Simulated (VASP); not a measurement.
Wanted: the native input for a VASP 6.6.1 run.

| Property | Result |
| --- | --- |
| Task | single point |
| Functional | BLYP |
| Potentials or basis | VASP PAW PBE potentials, release 64 (V_sv) |
| Cutoff | 520 eV |
| k mesh | 14 × 14 × 14 |
| Occupations | fermi-dirac, width 0.1 eV |
| Spin | no spin polarisation |
| Dipole correction | no |
| Further INCAR settings | ALGO = Normal; EDIFF = 1e-06; NBANDS = 12 |

The structure of V lies in POSCAR:

```
V
1.0
    2.4429852183      0.0000000000      0.0000000000
    0.0000000000      2.4429852183      0.0000000000
    0.0000000000      0.0000000000      2.4429852183
V
1
Direct
    0.0000000000      0.0000000000      0.0000000000
```

This cell differs from its parent crystal: volume scaled by 0.96.

The input as run:

INCAR

```
SYSTEM = V
PREC = Accurate
ENCUT = 520
EDIFF = 1E-6
ISMEAR = -1
SIGMA = 0.1
LREAL = .False.
LASPH = .True.
NELM = 100
ALGO = Normal
ISIF = 2
LWAVE = .False.
LCHARG = .False.
GGA = B5
ALDAX = 1.0
AGGAX = 1.0
AGGAC = 1.0
ALDAC = 0.0
NBANDS = 12
```

KPOINTS

```
regular mesh
0
Gamma
  14 14 14
  0 0 0
```

Potentials or basis: VASP PAW PBE potentials, release 64 (V_sv).

Launch:

```console
$ cat potpaw_PBE.64/V_sv/POTCAR > POTCAR
$ mpirun -np 1 vasp_std > vasp.out
```

It gave:

```yaml
Pressure: 6.4 GPa
```

Caveat: the PAW data sets were made with another functional, which shifts forces and pressure a little.

Wall time 27 s on 1 thread of AMD EPYC 9R45, on a shared host, peak memory 0.1 GiB.
